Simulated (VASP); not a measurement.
Ca, 2 atoms in the cell. The cell holds a slab with vacuum, 2 atoms: a = 3.907 Å, b = 3.907 Å, c = 17.762 Å, α = 90.00°, β = 90.00°, γ = 90.00°. 

* Program: VASP 6.6.1
* Task: relaxation of the atoms
* Functional: PBE
* Potentials or basis: VASP PAW PBE potentials, release 64 (Ca_sv)
* Cutoff: 520 eV
* k mesh: 9 × 9 × 1
* Occupations: gaussian, width 0.1 eV
* Spin: no spin polarisation
* Dipole correction: yes
* Further INCAR settings: ALGO = Normal; EDIFF = 1e-06; IBRION = 2; EDIFFG = -0.02; NSW = 80

Potentials or basis: VASP PAW PBE potentials, release 64 (Ca_sv).

Run with:

```console
$ cat potpaw_PBE.64/Ca_sv/POTCAR > POTCAR
$ mpirun -np 1 vasp_std > vasp.out
```

Hardware: 1 thread of Intel(R) Xeon(R) Platinum 8375C CPU @ 2.90GHz (Ice Lake), on a shared host.

**Question.** How long does it take, and how much memory?

**Answer.** Run time: 4.2 min on 1 thread of Intel(R) Xeon(R) Platinum 8375C CPU @ 2.90GHz (Ice Lake), with other jobs on the host, peak memory 0.36 GiB. Counts: scf iterations 48, k points 15, ion steps 5.
